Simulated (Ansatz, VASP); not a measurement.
Two plane-wave programs on BiTe

Contents of INCAR:

```
SYSTEM = BiTe
PREC = Accurate
ENCUT = 520
EDIFF = 1E-7
ISMEAR = 0
SIGMA = 0.15
LREAL = .FALSE.
LASPH = .TRUE.
NELM = 100
ALGO = Normal
ISIF = 2
LWAVE = .FALSE.
LCHARG = .FALSE.
GGA = PE
NBANDS = 18
```

KPOINTS

```
regular mesh
0
G
  12 12 12
  0 0 0
```

The input POSCAR:

```
BiTe
1.0
    0.0000000000      3.2511939987      3.1754411785
    3.2511939987      0.0000000000      3.1754411785
    3.2511939987      3.2511939987      0.0000000000
Bi Te
1 1
Direct
    0.0101695256      0.0101695256     -0.0101695256
    0.4833445805      0.4833445805      0.5166554195
```

Input for Ansatz:

```yaml
crystal:
  lattice:
    - [0.0, 3.2511939987, 3.1754411785]
    - [3.2511939987, 0.0, 3.1754411785]
    - [3.2511939987, 3.2511939987, 0.0]
  atoms:
    - { symbol: Bi, position: [0.0101695256, 0.0101695256, -0.0101695256] }
    - { symbol: Te, position: [0.4833445805, 0.4833445805, 0.5166554195] }
basis:
  ecutwfc: 420
kpoints:
  mp_grid: { grid: [12, 12, 12] }
hamiltonian:
  xc: pbe
scf:
  occupations: { method: gaussian, width: 0.15 }
output:
  forces: true
  stress: true
  eigenvalues: true
```

Change from the starting cell: mode 6 frozen in at -0.108 Å, normal strain along z -0.0233.

Alike in both runs: task single point; functional PBE; k mesh 12 × 12 × 12; occupations gaussian, width 0.15 eV; no spin polarisation.

```csv
,VASP,Ansatz
version,VASP 6.6.1,Ansatz 0.2.0
potentials or method,"VASP PAW PBE potentials, release 64 (Bi_d, Te), cutoff 520 eV","scalar-relativistic, plane waves, PAW"
valence electrons in the cell,21,31
```

VASP gave:

| Quantity | Value |
| --- | --- |
| gap on the k mesh at the Fermi level (eV) | none |
| pressure (GPa) | 1.8 |
| traceless stress, the component that is largest in VASP (GPa) | 1.94 |
| rms of the force components (eV/Å) | 0.314 |

Q: Estimate Ansatz's values.

A: gap on the k mesh at the Fermi level (eV): none; pressure (GPa): 1.8; traceless stress, the component that is largest in VASP (GPa): 1.94; rms of the force components (eV/Å): 0.313.

Atom by atom the forces differ by 0.002 eV/Å (rms over components). A gap of «none» marks a metal or a gap that the smearing closes. VASP's potentials hold 21 valence electrons a cell and Ansatz's 31, so a difference there can come from the potentials and not from the codes.

Neither program's run includes spin-orbit coupling.
